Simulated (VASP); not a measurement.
# MoS2 in VASP: further runs

MoS2 is run at these levels: PBEsol; tasks: single point.

Program: VASP 6.6.1. These are calculated values, not measurements. Logs are shortened: lines on timing, memory, paths and dates and some standing lists are left out, and cuts for length are marked.

## Step 1: The cell of the first run

The cell holds a slab with vacuum, 15 atoms: a = 3.143 Å, b = 6.540 Å, c = 28.025 Å, α = 90.00°, β = 90.00°, γ = 103.90°.

## Step 2: Single point, PBEsol

Input file INCAR:

```
PREC     = Accurate       # precision mode
ENCUT    = 520            # plane-wave cutoff, eV
EDIFF    = 1E-7           # SCF threshold, eV
ISMEAR   = 0              # smearing method
SIGMA    = 0.05           # smearing width, eV
LREAL    = Auto         
LASPH    = T              # aspherical terms in the spheres
NELM     = 60             # most SCF steps
ALGO     = Normal         # electronic algorithm
ISIF     = 2              # what is computed and relaxed
LWAVE    = F              # write WAVECAR
LCHARG   = F              # write CHGCAR
LDIPOL   = T            
IDIPOL   = 3            
DIPOL    = 0.5 0.5 0.495
GGA      = PS             # functional
ISYM     = 0            
NBANDS   = 78             # bands
```

Input file KPOINTS:

```
Automatic mesh
0
Gamma
  9 4 1
```

Input file POSCAR:

```
MoS2
1.0
    3.1431208272      0.0000000000      0.0000000000
   -1.5715604136      6.3484651448      0.0000000000
    0.0000000000      0.0000000000     28.0249969866
S Mo
10 5
Direct
    0.8989910970      0.7979821940      0.2676182268
    0.6725497357      0.3450994715      0.3478568093
    0.4296315151      0.8592630302      0.3637494678
    0.2031901538      0.4063803076      0.4439880503
    0.9602719332      0.9205438663      0.4598807088
    0.7338305719      0.4676611438      0.5401192912
    0.4909123512      0.9818247025      0.5560119497
    0.2644709900      0.5289419800      0.6362505322
    0.0215527693      0.0431055387      0.6521431907
    0.7951114081      0.5902228161      0.7323817732
    0.5306428728      0.0612857456      0.2917170059
    0.0612832909      0.1225665818      0.3878482468
    0.5919237090      0.1838474179      0.4839794878
    0.1225641270      0.2451282541      0.5801107288
    0.6532045451      0.3064090902      0.6762419697
```

Potentials or basis: VASP PAW PBE potentials, release 64 (S, Mo_sv).

The run is started by

```bash
$ cat potpaw_PBE.64/S/POTCAR potpaw_PBE.64/Mo_sv/POTCAR > POTCAR
$ mpirun -np 1 vasp_std > vasp.out
```

OUTCAR:

```text
PREC = Accurate
   ENCUT = 520
   EDIFF = 1E-7
   ISMEAR = 0
   LREAL = Auto
   LASPH = T
   NELM = 60
   ISIF = 2
   GGA = PS
   ISYM = 0

 ion  position               nearest neighbor table
   1  0.899  0.798  0.268-  11 2.39  11 2.39
   2  0.673  0.345  0.348-  11 2.39  12 2.39  12 2.39
   3  0.430  0.859  0.364-  11 2.39  12 2.39  12 2.39
   4  0.203  0.406  0.444-  13 2.39  13 2.39  12 2.39
   5  0.960  0.921  0.460-  13 2.39  13 2.39  12 2.39
   6  0.734  0.468  0.540-  13 2.39  14 2.39  14 2.39
   7  0.491  0.982  0.556-  13 2.39  14 2.39  14 2.39
   8  0.264  0.529  0.636-  14 2.39  15 2.39  15 2.39
   9  0.022  0.043  0.652-  15 2.39  14 2.39  15 2.39
  10  0.795  0.590  0.732-  15 2.39
  11  0.531  0.061  0.292-   3 2.39   1 2.39   1 2.39   2 2.39  12 3.14  12 3.14
  12  0.061  0.123  0.388-   3 2.39   3 2.39   5 2.39   2 2.39   2 2.39   4 2.39  11 3.14  11 3.14
                            13 3.14  13 3.14
  13  0.592  0.184  0.484-   7 2.39   5 2.39   5 2.39   6 2.39   4 2.39   4 2.39  12 3.14  14 3.14
                            12 3.14  14 3.14
  14  0.123  0.245  0.580-   9 2.39   7 2.39   7 2.39   8 2.39   6 2.39   6 2.39  15 3.14  15 3.14
                            13 3.14  13 3.14
  15  0.653  0.306  0.676-   9 2.39   9 2.39   8 2.39   8 2.39  10 2.39  14 3.14  14 3.14

IMPORTANT INFORMATION: All symmetrisations will be switched off!
NOSYMM: (Re-)initialisation of all symmetry stuff for point group C_1.

----------------------------------------------------------------------------------------

                                     Primitive cell

  volume of cell :     559.2106

  direct lattice vectors                    reciprocal lattice vectors
     3.143120827  0.000000000  0.000000000     0.318155125  0.078759194  0.000000000
    -1.571560414  6.348465145  0.000000000     0.000000000  0.157518389  0.000000000
     0.000000000  0.000000000 28.024996987     0.000000000  0.000000000  0.035682430

  length of vectors
     3.143120827  6.540092647 28.024996987     0.327758592  0.157518389  0.035682430

  position of ions in fractional coordinates (direct lattice)
     0.898991097  0.797982194  0.267618227
     0.672549736  0.345099471  0.347856809
     0.429631515  0.859263030  0.363749468
     0.203190154  0.406380308  0.443988050
     0.960271933  0.920543866  0.459880709
     0.733830572  0.467661144  0.540119291
     0.490912351  0.981824702  0.556011950
     0.264470990  0.528941980  0.636250532
     0.021552769  0.043105539  0.652143191
     0.795111408  0.590222816  0.732381773
     0.530642873  0.061285746  0.291717006
     0.061283291  0.122566582  0.387848247
     0.591923709  0.183847418  0.483979488
     0.122564127  0.245128254  0.580110729
     0.653204545  0.306409090  0.676241970

  ion indices of the primitive-cell ions
   primitive index   ion index
                 1           1
                 2           2
                 3           3
                 4           4
                 5           5
                 6           6
                 7           7
                 8           8
                 9           9
                10          10
                11          11
                12          12
                13          13
                14          14
                15          15

----------------------------------------------------------------------------------------

 KPOINTS: Automatic mesh

Automatic generation of k-mesh.
 Grid dimensions read from file:
 generate k-points for:    9    4    1

 Generating k-lattice:

  Cartesian coordinates                     Fractional coordinates (reciprocal lattice)
     0.035350569  0.008751022  0.000000000     0.111111111  0.000000000  0.000000000
     0.000000000  0.039379597  0.000000000     0.000000000  0.250000000  0.000000000
[... 22 lines left out ...]
|                                                                             |
|     Results are often still useful ...                                      |
|                                                                             |
 -----------------------------------------------------------------------------

 WARNING: IBZKPT: internal override: KBLOWUP is changed to .FALSE.
      ... skipping the blow-up phase ...

 Subroutine IBZKPT returns following result:
 ===========================================

 Found     19 irreducible k-points:

 Following reciprocal coordinates:
            Coordinates               Weight
  0.000000  0.000000  0.000000      1.000000
  0.111111 -0.000000  0.000000      2.000000
  0.222222  0.000000  0.000000      2.000000
  0.333333 -0.000000  0.000000      2.000000
  0.444444  0.000000  0.000000      2.000000
  0.000000  0.250000  0.000000      2.000000
[... 11 lines left out ...]
  0.333333  0.500000  0.000000      2.000000
  0.444444  0.500000  0.000000      2.000000
   k-points           NKPTS =     19   k-points in BZ     NKDIM =     19   number of bands    NBANDS=     78
   number of dos      NEDOS =    301   number of ions     NIONS =     15
   total plane-waves  NPLWV = 252000
   dimension x,y,z NGX =    24 NGY =   50 NGZ =  210
   dimension x,y,z NGXF=    48 NGYF=  100 NGZF=  420
   ions per type =              10   5
   NGX,Y,Z   is equivalent  to a cutoff of  12.69, 12.71, 12.46 a.u.
   NGXF,Y,Z  is equivalent  to a cutoff of  25.39, 25.42, 24.91 a.u.
 SYSTEM =  unknown system
   PREC   = accura    normal or accurate (medium, high low for compatibility)
   ISTART =      0    job   : 0-new  1-cont  2-samecut
   ICHARG =      2    charge: 1-file 2-atom 10-const
   ISPIN  =      1    spin polarized calculation?
   LNONCOLLINEAR =      F non collinear calculations
   LSORBIT =      F    spin-orbit coupling
   LASPH  =      T    aspherical Exc in radial PAW
   ENCUT  =  520.0 eV  38.22 Ry    6.18 a.u.   5.84 12.16 52.11*2*pi/ulx,y,z
   NELM   =     60;   NELMIN=  2; NELMDL= -5     # of ELM steps
   EDIFF  = 0.1E-06   stopping-criterion for ELM
   LREAL  =      T    real-space projection
   EDIFFG = 0.1E-05   stopping-criterion for IOM
   NSW    =      0    number of steps for IOM
   IBRION =     -1    ionic relax: 0-MD 1-quasi-New 2-CG
   NFREE  =      0    steps in history (QN), initial steepest desc. (CG)
   ISIF   =      2    stress and relaxation
   ISYM   =      0    0-nonsym 1-usesym 2-fastsym
   POTIM  = 0.5000    time-step for ionic-motion
   TEBEG  =    0.0;   TEEND  =   0.0 temperature during run
   PSTRESS=    0.0 pullay stress
   NELECT =     130.0000    total number of electrons
   NUPDOWN=      -1.0000    fix difference up-down
   EMIN   =  10.00;   EMAX   =-10.00  energy-range for DOS
   EFERMI =   0.00;   METHOD = LEGACY
   ISMEAR =     0;   SIGMA  =   0.05  broadening in eV -4-tet -1-fermi 0-gaus
   EFERMI_NEDOS =   21; number of points for ismear=-14 and -15
   IALGO  =     38    algorithm
   IMIX   =      4    mixing-type and parameters
     AMIX     =   0.40;   BMIX     =  1.00
     AMIX_MAG =   1.60;   BMIX_MAG =  1.00
  volume/ion in A,a.u.               =      37.28       251.58
  Fermi-wavevector in a.u.,A,eV,Ry     =   1.006617  1.902230 13.786474  1.013277
  Thomas-Fermi vector in A             =   2.139370
   LORBIT       =      0    0 simple, 1 ext, 2 COOP (PROOUT), +10 PAW based schemes
   GGA     = PS    functional components
   LHFCALC =     F    Hartree Fock is set to
   AEXX    =    0.0000 exact exchange contribution
   IVDW    =     0    specifies the selected vdW correction
   LEPSILON=     F    determine dielectric tensor
   LRPA    =     F    only Hartree local field effects (RPA)
 non-spin polarized calculation
 Gauss-broadening in eV      SIGMA  =   0.05
  energy-cutoff  :      520.00
  volume of cell :      559.21
 maximum number of plane-waves:     15106
   NGX = 11   NGY = 25   NGZ =105

 dipolmoment           0.000000      0.000000     -1.454304 electrons x Angstroem

 number of electron     129.9999997 magnetization

 dipolmoment           0.000000      0.000000      0.126582 electrons x Angstroem

 Free energy of the ion-electron system (eV)
  ---------------------------------------------------
  ext. energy  EPLUGINS =         0.00000000
  ---------------------------------------------------
  free energy    TOTEN  =      -111.26083343 eV

  energy without entropy =     -111.24798710  energy(sigma->0) =     -111.25441027

 E-fermi :   0.7422     XC(G=0):  -5.9047

 val. band max:        0.7381094549   @ k =   0.3333   0.2500   0.0000
 cond. band min:       0.7531139536   @ k =   0.1111   0.5000   0.0000
 fundamental gap:      0.0150044988
 Fermi energy:         0.7421922173

 k-point     1 :       0.0000    0.0000    0.0000
  band No.  band energies     occupation
      1     -60.5565      2.00000
      2     -60.5293      2.00000
      3     -60.5158      2.00000
      4     -60.5056      2.00000
      5     -60.4533      2.00000
      6     -34.9421      2.00000
[... 1509 lines left out ...]
     76       3.1847      0.00000
     77       3.4282      0.00000
 [bands above 77 left out]

------------------------ aborting loop because EDIFF is reached ----------------------------------------

 vacuum level on the upper side and lower side of the slab       (xc-potential included)         0.419        -0.702

  FORCE on cell =-STRESS in cart. coord.  units (eV):
  Direction    XX          YY          ZZ          XY          YZ          ZX
  --------------------------------------------------------------------------------------
  -------------------------------------------------------------------------------------
  Total       -7.9090484     -8.7611244     -4.1246189     -0.0002041     -1.6806170      0.0010386
  in kB      -22.6599749    -25.1012321    -11.8173206     -0.0005848     -4.8150848      0.0029757
  external PRESSURE =     -19.8595092 kB  Pullay stress =       0.0000000 kB

 VOLUME and BASIS-vectors are now :
 -----------------------------------------------------------------------------
  energy-cutoff  :      520.00
  volume of cell :      559.21
      direct lattice vectors                 reciprocal lattice vectors
     3.143120827  0.000000000  0.000000000     0.318155125  0.078759194  0.000000000
    -1.571560414  6.348465145  0.000000000     0.000000000  0.157518389  0.000000000
     0.000000000  0.000000000 28.024996987     0.000000000  0.000000000  0.035682430

 POSITION                                       TOTAL-FORCE (eV/Angst)
 -----------------------------------------------------------------------------------
      1.57156      5.06596      7.50000         0.002526      2.206003     -0.191636
      1.57156      2.19085      9.74869         0.001059      0.036967     -0.883836
      0.00000      5.45500     10.19408         0.000079      0.475451     -0.780702
      0.00000      2.57989     12.44276        -0.001207      0.012566      0.028001
      1.57156      5.84404     12.88816         0.000371     -0.040859     -0.002078
      1.57156      2.96893     15.13684        -0.000747      0.035976      0.086154
     -0.00000      6.23308     15.58223         0.002315     -0.002358     -0.019749
      0.00000      3.35797     17.83092         0.001558     -0.784945      0.205514
     -0.00000      0.27365     18.27631        -0.001176     -0.269778      0.988868
      1.57156      3.74701     20.52500         0.000487     -1.660197     -0.256663
      1.57156      0.38907      8.17537        -0.004374     -2.783057      1.956520
      0.00000      0.77811     10.86945        -0.000588      0.067728     -0.094452
      1.57156      1.16715     13.56352         0.000303     -0.010605     -0.015227
     -0.00000      1.55619     16.25760        -0.000629     -0.042040     -0.299565
      1.57156      1.94523     18.95168         0.000024      2.759147     -0.721150
 -----------------------------------------------------------------------------------
    total drift:                                0.005533      0.004968      0.002937

  FREE ENERGIE OF THE ION-ELECTRON SYSTEM (eV)
  ---------------------------------------------------
  free  energy   TOTEN  =      -111.2608334349 eV

  energy  without entropy=     -111.2479871047  energy(sigma->0) =     -111.25441027

 vacuum level on the upper side and lower side of the slab         6.553         5.410
```

Wall time 31 min (1 thread of Intel Xeon 6975P-C (Granite Rapids), shared host); peak memory 0.84 GiB.

What came out:

| Property | Result |
| --- | --- |
| Free energy | -111.2608 eV |
| Largest force | 3.402 eV/Å |
| Band gap on the k mesh | zero (bands 65 and 66 overlap by 0.46 eV) |

Forces on the atoms (eV/Å):
```
S    0.003  2.206 -0.192
S    0.001  0.037 -0.884
S    0.000  0.475 -0.781
S   -0.001  0.013  0.028
S    0.000 -0.041 -0.002
S   -0.001  0.036  0.086
S    0.002 -0.002 -0.020
S    0.002 -0.785  0.206
S   -0.001 -0.270  0.989
S    0.000 -1.660 -0.257
Mo  -0.004 -2.783  1.957
Mo  -0.001  0.068 -0.094
Mo   0.000 -0.011 -0.015
Mo  -0.001 -0.042 -0.300
Mo   0.000  2.759 -0.721
```

Levels at points of the mesh, in eV from the Fermi level:
| k point | band 62 | band 63 | band 64 | band 65 | band 66 | band 67 | band 68 | band 69 |
| --- | --- | --- | --- | --- | --- | --- | --- | --- |
| (0.00, 0.00, 0.00) | -1.18 | -0.84 | -0.57 | 0.08 | 0.55 | 0.67 | 0.80 | 1.19 |
| (0.00, 0.50, 0.00) | -1.00 | -0.47 | -0.01 | 0.33 | 0.59 | 0.72 | 0.78 | 1.37 |

Caveat: the PAW data sets were made with another functional, which shifts forces and pressure a little.

## Step 3: Single point, PBEsol

This run uses another cell than the first one: it holds 9 atoms, not 15.

Input file INCAR:

```
ALGO     = Normal         # electronic algorithm
DIPOL    = 0.5 0.5 0.498
EDIFF    = 1E-6           # SCF threshold, eV
ENCUT    = 520            # plane-wave cutoff, eV
GGA      = PS             # functional
IDIPOL   = 3            
ISIF     = 2              # what is computed and relaxed
ISMEAR   = 0              # smearing method
ISYM     = 0            
LASPH    = T              # aspherical terms in the spheres
LCHARG   = T              # write CHGCAR
LDIPOL   = T            
LELF     = T              # ELF
LREAL    = F              # projectors in reciprocal space
LVACPOTAV= T            
LVHAR    = T            
LWAVE    = F              # write WAVECAR
NBANDS   = 49             # bands
NELM     = 80             # most SCF steps
PREC     = Accurate       # precision mode
SIGMA    = 0.05           # smearing width, eV
```

Input file KPOINTS:

```
k-points
0
Gamma
  9 4 1
```

Input file POSCAR:

```
MoS2
1.0
    3.1431208318      0.0000000000      0.0000000000
   -1.5715604159      6.3484649833      0.0000000000
    0.0000000000      0.0000000000     23.5089154047
S Mo
6 3
Direct
    0.1419093218      0.2838186435      0.3615649575
    0.8989910954      0.7979821907      0.3805106090
    0.6725497414      0.3450994829      0.4761630874
    0.4296315151      0.8592630302      0.4951087389
    0.2059532757      0.4121474267      0.5927574302
    0.9590953641      0.9183466498      0.6120948414
    0.5306428742      0.0612857485      0.4092387827
    0.0614512492      0.1229821316      0.5247892220
    0.5909650003      0.1821150760      0.6334836080
```

Potentials or basis: VASP PAW PBE potentials, release 64 (S, Mo_sv).

The run is started by

```bash
$ cat potpaw_PBE.64/S/POTCAR potpaw_PBE.64/Mo_sv/POTCAR > POTCAR
$ mpirun -np 1 vasp_std > vasp.out
```

It took 12 min on 1 thread of Intel Xeon Platinum 8488C (Sapphire Rapids), shared host; peak memory 0.66 GiB.

It converged, with:

| Property | Result |
| --- | --- |
| Free energy | -65.5007 eV |
| Largest force | 0.591 eV/Å |
| Band gap on the k mesh | zero (bands 39 and 40 overlap by 0.14 eV) |

Forces in eV/Å, atoms in the order of the input:
```
S   -0.002 -0.557  0.199
S   -0.002  0.531 -0.058
S   -0.001 -0.184  0.005
S    0.001  0.228  0.029
S   -0.001 -0.002  0.021
S    0.000  0.008  0.019
Mo   0.004 -0.019 -0.185
Mo   0.000 -0.003 -0.014
Mo   0.001 -0.002 -0.016
```

Levels at points of the mesh, in eV from the Fermi level:
```csv
k point,band 36,band 37,band 38,band 39,band 40,band 41,band 42,band 43
"(0.00, 0.00, 0.00)",-0.98,-0.83,-0.77,-0.17,-0.03,0.24,1.57,1.81
"(0.00, 0.50, 0.00)",-0.86,-0.57,-0.27,-0.24,-0.10,0.17,1.44,1.98
```

Caveat: the PAW data sets were made with another functional, which shifts forces and pressure a little.
